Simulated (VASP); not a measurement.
# Na (Im-3m) in VASP: a series of runs

Runs on Na. Level: PBE. Tasks: electric field gradients.

Program: VASP 6.6.1. These are calculated values, not measurements. Logs are shortened: lines on timing, memory, paths and dates and some standing lists are left out, and cuts for length are marked.

## Step 1: The cell of the first run

It takes space group Im-3m (No. 229, cubic). Conventional cell: a = 4.235 Å, b = 4.235 Å, c = 4.235 Å, α = 90.00°, β = 90.00°, γ = 90.00°. Within 4.8 Å of Na (site symmetry m-3m) lie 14 Na at 3.67 to 4.24 Å.

## Step 2: Electric field gradients, PBE

INCAR reads:

```
SYSTEM = Na
ALGO     = Normal         ! electronic algorithm
EDIFF    = 1E-8           ! SCF threshold, eV
ENCUT    = 400            ! plane-wave cutoff, eV
GGA      = PE             ! functional
GGA_COMPAT= .FALSE.      
ISIF     = 2              ! what is computed and relaxed
ISMEAR   = -1             ! smearing method
LASPH    = .TRUE.         ! aspherical terms in the spheres
LCHARG   = .FALSE.        ! write CHGCAR
LEFG     = .TRUE.       
LREAL    = .FALSE.        ! projectors in reciprocal space
LWAVE    = .FALSE.        ! write WAVECAR
NBANDS   = 10             ! bands
NELM     = 120            ! most SCF steps
PREC     = Accurate       ! precision mode
SIGMA    = 0.05           ! smearing width, eV
```

KPOINTS reads:

```
k-points
0
G
  12 12 12
  0 0 0
```

POSCAR reads:

```
Na
1.0
   -2.1175000000      2.1175000000      2.1175000000
    2.1175000000     -2.1175000000      2.1175000000
    2.1175000000      2.1175000000     -2.1175000000
Na
1
Direct
    0.0000000000      0.0000000000      0.0000000000
```

Potentials or basis: VASP PAW PBE potentials, release 64 (Na_pv).

Started as:

```
$ cat potpaw_PBE.64/Na_pv/POTCAR > POTCAR
$ mpirun -np 1 vasp_std > vasp.out
```

OUTCAR:

```text
SYSTEM = Na
   EDIFF = 1E-8
   ENCUT = 400
   GGA = PE
   ISIF = 2
   ISMEAR = -1
   LASPH = .TRUE.
   LREAL = .FALSE.
   NELM = 120
   PREC = Accurate

 ion  position               nearest neighbor table
   1  0.000  0.000  0.000-

  LATTYP: Found a body centered cubic cell.
 ALAT       =     4.2350000000

  Lattice vectors:

 A1 = (  -2.1175000000,   2.1175000000,   2.1175000000)
 A2 = (   2.1175000000,  -2.1175000000,   2.1175000000)
 A3 = (   2.1175000000,   2.1175000000,  -2.1175000000)

Analysis of symmetry for initial positions (statically):
=====================================================================
 Subroutine PRICEL returns:
 Original cell was already a primitive cell.

 Routine SETGRP: Setting up the symmetry group for a
 body centered cubic supercell.

 Subroutine GETGRP returns: Found 48 space group operations
 (whereof 48 operations were pure point group operations)
 out of a pool of 48 trial point group operations.

The static configuration has the point symmetry O_h .

Analysis of symmetry for dynamics (positions and initial velocities):
=====================================================================
 Subroutine PRICEL returns:
 Original cell was already a primitive cell.

 Routine SETGRP: Setting up the symmetry group for a
 body centered cubic supercell.

 Subroutine GETGRP returns: Found 48 space group operations
 (whereof 48 operations were pure point group operations)
 out of a pool of 48 trial point group operations.

The dynamic configuration has the point symmetry O_h .

 Subroutine INISYM returns: Found 48 space group operations
 (whereof 48 operations are pure point group operations),
 and found     1 'primitive' translations

----------------------------------------------------------------------------------------

                                     Primitive cell

  volume of cell :      37.9778

  direct lattice vectors                    reciprocal lattice vectors
    -2.117500000  2.117500000  2.117500000     0.000000000  0.236127509  0.236127509
     2.117500000 -2.117500000  2.117500000     0.236127509  0.000000000  0.236127509
     2.117500000  2.117500000 -2.117500000     0.236127509  0.236127509  0.000000000

  length of vectors
     3.667617585  3.667617585  3.667617585     0.333934725  0.333934725  0.333934725

  position of ions in fractional coordinates (direct lattice)
     0.000000000  0.000000000  0.000000000

  ion indices of the primitive-cell ions
   primitive index   ion index
                 1           1

----------------------------------------------------------------------------------------

 KPOINTS: k-points

Automatic generation of k-mesh.
 Grid dimensions read from file:
 generate k-points for:   12   12   12

 Generating k-lattice:

  Cartesian coordinates                     Fractional coordinates (reciprocal lattice)
     0.000000000  0.019677292  0.019677292     0.083333333  0.000000000  0.000000000
     0.019677292  0.000000000  0.019677292     0.000000000  0.083333333  0.000000000
     0.019677292  0.019677292  0.000000000     0.000000000  0.000000000  0.083333333

  Length of vectors
     0.027827894  0.027827894  0.027827894

  Shift w.r.t. Gamma in fractional coordinates (k-lattice)
     0.000000000  0.000000000  0.000000000

 Subroutine IBZKPT returns following result:
 ===========================================

 Found     72 irreducible k-points:

 Following reciprocal coordinates:
            Coordinates               Weight
  0.000000  0.000000  0.000000      1.000000
  0.083333  0.000000  0.000000     12.000000
  0.166667  0.000000  0.000000     12.000000
  0.250000  0.000000  0.000000     12.000000
  0.333333  0.000000  0.000000     12.000000
  0.416667  0.000000  0.000000     12.000000
[... 16 lines left out ...]
  0.333333  0.083333  0.083333     24.000000
  0.416667  0.083333  0.083333     12.000000
 [... further k-points ...]
   k-points           NKPTS =     72   k-points in BZ     NKDIM =     72   number of bands    NBANDS=     10
   number of dos      NEDOS =    301   number of ions     NIONS =      1
   total plane-waves  NPLWV =  13824
   dimension x,y,z NGX =    24 NGY =   24 NGZ =   24
   dimension x,y,z NGXF=    48 NGYF=   48 NGZF=   48
   ions per type =               1
   NGX,Y,Z   is equivalent  to a cutoff of  10.88, 10.88, 10.88 a.u.
   NGXF,Y,Z  is equivalent  to a cutoff of  21.76, 21.76, 21.76 a.u.
 SYSTEM =  Na
   PREC   = accura    normal or accurate (medium, high low for compatibility)
   ISTART =      0    job   : 0-new  1-cont  2-samecut
   ICHARG =      2    charge: 1-file 2-atom 10-const
   ISPIN  =      1    spin polarized calculation?
   LNONCOLLINEAR =      F non collinear calculations
   LSORBIT =      F    spin-orbit coupling
   LASPH  =      T    aspherical Exc in radial PAW
   ENCUT  =  400.0 eV  29.40 Ry    5.42 a.u.   5.98  5.98  5.98*2*pi/ulx,y,z
   NELM   =    120;   NELMIN=  2; NELMDL= -5     # of ELM steps
   EDIFF  = 0.1E-07   stopping-criterion for ELM
   LREAL  =      F    real-space projection
   EDIFFG = 0.1E-06   stopping-criterion for IOM
   NSW    =      0    number of steps for IOM
   IBRION =     -1    ionic relax: 0-MD 1-quasi-New 2-CG
   NFREE  =      0    steps in history (QN), initial steepest desc. (CG)
   ISIF   =      2    stress and relaxation
   ISYM   =      2    0-nonsym 1-usesym 2-fastsym
   POTIM  = 0.5000    time-step for ionic-motion
   TEBEG  =    0.0;   TEEND  =   0.0 temperature during run
   PSTRESS=    0.0 pullay stress
   NELECT =       7.0000    total number of electrons
   NUPDOWN=      -1.0000    fix difference up-down
   EMIN   =  10.00;   EMAX   =-10.00  energy-range for DOS
   EFERMI =   0.00;   METHOD = LEGACY
   ISMEAR =    -1;   SIGMA  =   0.05  broadening in eV -4-tet -1-fermi 0-gaus
   EFERMI_NEDOS =   21; number of points for ismear=-14 and -15
   IALGO  =     38    algorithm
   IMIX   =      4    mixing-type and parameters
     AMIX     =   0.40;   BMIX     =  1.00
     AMIX_MAG =   1.60;   BMIX_MAG =  1.00
  volume/ion in A,a.u.               =      37.98       256.29
  Fermi-wavevector in a.u.,A,eV,Ry     =   0.931674  1.760609 11.810087  0.868017
  Thomas-Fermi vector in A             =   2.058192
   LORBIT       =      0    0 simple, 1 ext, 2 COOP (PROOUT), +10 PAW based schemes
   GGA     = PE    functional components
   LHFCALC =     F    Hartree Fock is set to
   AEXX    =    0.0000 exact exchange contribution
   IVDW    =     0    specifies the selected vdW correction
   LEPSILON=     F    determine dielectric tensor
   LRPA    =     F    only Hartree local field effects (RPA)
 non-spin polarized calculation
  energy-cutoff  :      400.00
  volume of cell :       37.98
 maximum number of plane-waves:       712
   NGX = 11   NGY = 11   NGZ = 11

 number of electron       6.9999972 magnetization

 Free energy of the ion-electron system (eV)
  ---------------------------------------------------
  ext. energy  EPLUGINS =         0.00000000
  ---------------------------------------------------
  free energy    TOTEN  =        -1.31055872 eV

  energy without entropy =       -1.30515691  energy(sigma->0) =       -1.30785782

 E-fermi :   0.2239     XC(G=0):  -6.4410

 val. band max:        0.1876875864   @ k =  -0.3333   0.4167   0.1667
 cond. band min:       0.2981525982   @ k =   0.3333   0.1667  -0.0000
 fundamental gap:      0.1104650118
 Fermi energy:         0.2239072066

 k-point     1 :       0.0000    0.0000    0.0000
  band No.  band energies     occupation
      1     -24.6571      2.00000
      2     -24.6571      2.00000
      3     -24.6571      2.00000
      4      -2.9689      2.00000
      5      11.8346      0.00000
      6      11.8346      0.00000
      7      11.8346      0.00000
      8      12.8222      0.00000
      9      12.8222      0.00000
     10      13.3688      0.00000

 k-point     2 :       0.0833    0.0000    0.0000
  band No.  band energies     occupation
      1     -24.6593      2.00000
      2     -24.6578      2.00000
      3     -24.6571      2.00000
      4      -2.8485      2.00000
      5      10.3491      0.00000
      6      11.1252      0.00000
      7      11.3741      0.00000
      8      11.9500      0.00000
      9      12.2605      0.00000
     10      13.6328      0.00000

 k-point     3 :       0.1667    0.0000    0.0000
  band No.  band energies     occupation
      1     -24.6654      2.00000
      2     -24.6599      2.00000
      3     -24.6570      2.00000
      4      -2.4892      2.00000
      5       8.2030      0.00000
      6      10.1709      0.00000
      7      10.6584      0.00000
      8      11.0293      0.00000
      9      11.8585      0.00000
     10      13.8196      0.00000

 k-point     4 :       0.2500    0.0000    0.0000
  band No.  band energies     occupation
      1     -24.6736      2.00000
      2     -24.6627      2.00000
      3     -24.6570      2.00000
      4      -1.8956      2.00000
      5       6.1877      0.00000
      6       9.3888      0.00000
      7      10.0504      0.00000
      8      10.3070      0.00000
      9      11.3315      0.00000
     10      14.3437      0.00000
[... 222 lines left out ...]
 k-point    22 :       0.2500    0.0833    0.0833
  band No.  band energies     occupation
      1     -24.6821      2.00000
      2     -24.6654      2.00000
      3     -24.6589      2.00000
      4      -0.8437      2.00000
      5       4.5395      0.00000
      6       6.8396      0.00000
      7       7.8794      0.00000
      8      12.2163      0.00000
      9      12.8530      0.00000
     10      15.1807      0.00000

 k-point    23 :       0.3333    0.0833    0.0833
  band No.  band energies     occupation
      1     -24.6863      2.00000
      2     -24.6683      2.00000
      3     -24.6590      2.00000
      4       0.1850      1.37026
      5       2.9172      0.00000
      6       6.5103      0.00000
      7       7.5480      0.00000
      8      11.9031      0.00000
      9      12.6323      0.00000
     10      15.9130      0.00000

 k-point    24 :       0.4167    0.0833    0.0833
  band No.  band energies     occupation
      1     -24.6878      2.00000
      2     -24.6695      2.00000
      3     -24.6591      2.00000
      4       1.2240      0.00000
      5       1.6794      0.00000
      6       6.4006      0.00000
      7       7.4375      0.00000
      8      11.7976      0.00000
      9      12.5510      0.00000
     10      16.3937      0.00000

 [... further k-points ...]

------------------------ aborting loop because EDIFF is reached ----------------------------------------

  FORCE on cell =-STRESS in cart. coord.  units (eV):
  Direction    XX          YY          ZZ          XY          YZ          ZX
  --------------------------------------------------------------------------------------
  -------------------------------------------------------------------------------------
  Total       -0.0872491     -0.0872491     -0.0872491      0.0000000      0.0000000      0.0000000
  in kB       -3.6807917     -3.6807917     -3.6807917      0.0000000      0.0000000      0.0000000
  external PRESSURE =      -3.6807917 kB  Pullay stress =       0.0000000 kB

 VOLUME and BASIS-vectors are now :
 -----------------------------------------------------------------------------
  energy-cutoff  :      400.00
  volume of cell :       37.98
      direct lattice vectors                 reciprocal lattice vectors
    -2.117500000  2.117500000  2.117500000     0.000000000  0.236127509  0.236127509
     2.117500000 -2.117500000  2.117500000     0.236127509  0.000000000  0.236127509
     2.117500000  2.117500000 -2.117500000     0.236127509  0.236127509  0.000000000

 POSITION                                       TOTAL-FORCE (eV/Angst)
 -----------------------------------------------------------------------------------
      0.00000      0.00000      0.00000         0.000000      0.000000     -0.000000
 -----------------------------------------------------------------------------------
    total drift:                               -0.000000      0.000000     -0.000000

  FREE ENERGIE OF THE ION-ELECTRON SYSTEM (eV)
  ---------------------------------------------------
  free  energy   TOTEN  =        -1.3105587225 eV

  energy  without entropy=       -1.3051569120  energy(sigma->0) =       -1.30785782

 Electric field gradients (V/A^2)
---------------------------------------------------------------------
 ion       V_xx      V_yy      V_zz      V_xy      V_xz      V_yz
---------------------------------------------------------------------
   1       0.000     0.000    -0.000    -0.005    -0.005    -0.005
---------------------------------------------------------------------

 Electric field gradients after diagonalization (V/A^2)
 (convention: |V_zz| > |V_xx| > |V_yy|)
----------------------------------------------------------------------
 ion       V_xx      V_yy      V_zz     asymmetry (V_yy - V_xx)/ V_zz
----------------------------------------------------------------------
   1       0.005     0.005    -0.009       0.000
----------------------------------------------------------------------

           NMR quadrupolar parameters

 Cq : quadrupolar parameter    Cq=e*Q*V_zz/h
 eta: asymmetry parameters     (V_yy - V_xx)/ V_zz
 Q  : nuclear electric quadrupole moment in mb (millibarn)
----------------------------------------------------------------------
 ion       Cq(MHz)       eta       Q (mb)
----------------------------------------------------------------------
   1      -0.000       0.000       1.000
----------------------------------------------------------------------
```

Run time: 3.9 s. Hardware: 1 thread of Intel Xeon 6975P-C (Granite Rapids), shared host; peak memory 0.13 GiB.

Results:

| Item | Value |
| --- | --- |
| Free energy | -1.3106 eV |
| Pressure | -0.4 GPa |

Caveat: without QUAD_EFG the Cq values of the log hold for a quadrupole moment of 1 mb, not for the nuclei.

## Step 3: Electric field gradients, PBE (volume scaled by 1.03)

INCAR reads:

```
PREC = Accurate
ENCUT = 400
EDIFF = 1E-8
ISMEAR = -1
SIGMA = 0.05
LREAL = False
LASPH = True
NELM = 120
ALGO = Normal
ISIF = 2
LWAVE = False
LCHARG = False
GGA = PE
LEFG = True
NBANDS = 10
GGA_COMPAT = False
```

KPOINTS reads:

```
Automatic mesh
0
Gamma
  12 12 12
```

POSCAR reads:

```
Na
1.0
   -2.1384667101      2.1384667101      2.1384667101
    2.1384667101     -2.1384667101      2.1384667101
    2.1384667101      2.1384667101     -2.1384667101
Na
1
Direct
    0.0000000000      0.0000000000      0.0000000000
```

Potentials or basis: VASP PAW PBE potentials, release 64 (Na_pv).

Started as:

```
$ cat potpaw_PBE.64/Na_pv/POTCAR > POTCAR
$ mpirun -np 1 vasp_std > vasp.out
```

OUTCAR:

```text
PREC = Accurate
   ENCUT = 400
   EDIFF = 1E-8
   ISMEAR = -1
   LREAL = False
   LASPH = True
   NELM = 120
   ISIF = 2
   GGA = PE

 ion  position               nearest neighbor table
   1  0.000  0.000  0.000-

  LATTYP: Found a body centered cubic cell.
 ALAT       =     4.2769334202

  Lattice vectors:

 A1 = (  -2.1384667101,   2.1384667101,   2.1384667101)
[... 518 lines left out ...]
    total drift:                               -0.000000      0.000000     -0.000000

  FREE ENERGIE OF THE ION-ELECTRON SYSTEM (eV)
  ---------------------------------------------------
  free  energy   TOTEN  =        -1.3084517744 eV

  energy  without entropy=       -1.3029936605  energy(sigma->0) =       -1.30572272

 Electric field gradients (V/A^2)
---------------------------------------------------------------------
 ion       V_xx      V_yy      V_zz      V_xy      V_xz      V_yz
---------------------------------------------------------------------
   1       0.000    -0.000    -0.000    -0.001    -0.001    -0.001
---------------------------------------------------------------------

 Electric field gradients after diagonalization (V/A^2)
 (convention: |V_zz| > |V_xx| > |V_yy|)
----------------------------------------------------------------------
 ion       V_xx      V_yy      V_zz     asymmetry (V_yy - V_xx)/ V_zz
----------------------------------------------------------------------
   1       0.001     0.001    -0.001       0.000
----------------------------------------------------------------------

           NMR quadrupolar parameters

 Cq : quadrupolar parameter    Cq=e*Q*V_zz/h
 eta: asymmetry parameters     (V_yy - V_xx)/ V_zz
 Q  : nuclear electric quadrupole moment in mb (millibarn)
----------------------------------------------------------------------
 ion       Cq(MHz)       eta       Q (mb)
----------------------------------------------------------------------
   1      -0.000       0.000       1.000
----------------------------------------------------------------------
```

OSZICAR:

```text
N       E                     dE             d eps       ncg     rms          rms(c)
DAV:   1     0.234181644752E+02    0.23418E+02   -0.34386E+03  1454   0.480E+02
DAV:   2    -0.832385810112E+00   -0.24251E+02   -0.24150E+02  1486   0.127E+02
DAV:   3    -0.130493502985E+01   -0.47255E+00   -0.47230E+00  1788   0.203E+01
DAV:   4    -0.130874691731E+01   -0.38119E-02   -0.38117E-02  1680   0.176E+00
DAV:   5    -0.130879733436E+01   -0.50417E-04   -0.50417E-04  1690   0.200E-01    0.206E-01
DAV:   6    -0.130855845138E+01    0.23888E-03   -0.47943E-04  1664   0.262E-01    0.139E-01
DAV:   7    -0.130845981990E+01    0.98631E-04   -0.10099E-03  1606   0.315E-01    0.150E-02
DAV:   8    -0.130845117740E+01    0.86425E-05   -0.48972E-05  1792   0.114E-01    0.306E-03
DAV:   9    -0.130845168918E+01   -0.51179E-06   -0.25976E-07  1640   0.494E-03    0.122E-03
DAV:  10    -0.130845177929E+01   -0.90107E-07   -0.49514E-08  1650   0.153E-03    0.138E-04
DAV:  11    -0.130845177435E+01    0.49390E-08   -0.12474E-09  1010   0.312E-04
   1 F= -.13084518E+01 E0= -.13057227E+01  d E =-.545811E-02
```

Run time: 3.8 s. Hardware: 1 thread of Intel Xeon 6975P-C (Granite Rapids), shared host; peak memory 0.13 GiB.

Results:

```
Free energy : -1.3085 eV
Pressure    : -0.6 GPa
```

Levels at points of the mesh, in eV from the Fermi level:
```
           k point  band 1  band 2  band 3  band 4  band 5  band 6  band 7
(0.00, 0.00, 0.00)  -24.91  -24.91  -24.91   -3.13   11.42   11.42   11.42
(0.50, 0.00, 0.00)  -24.94  -24.92  -24.91    0.78    1.19    8.02    8.83
(0.50, 0.50, 0.50)  -24.93  -24.93  -24.93    4.47    4.47    4.75    4.75
```

Caveat: without QUAD_EFG the Cq values of the log hold for a quadrupole moment of 1 mb, not for the nuclei.

(Continued in part 2 of 2.)
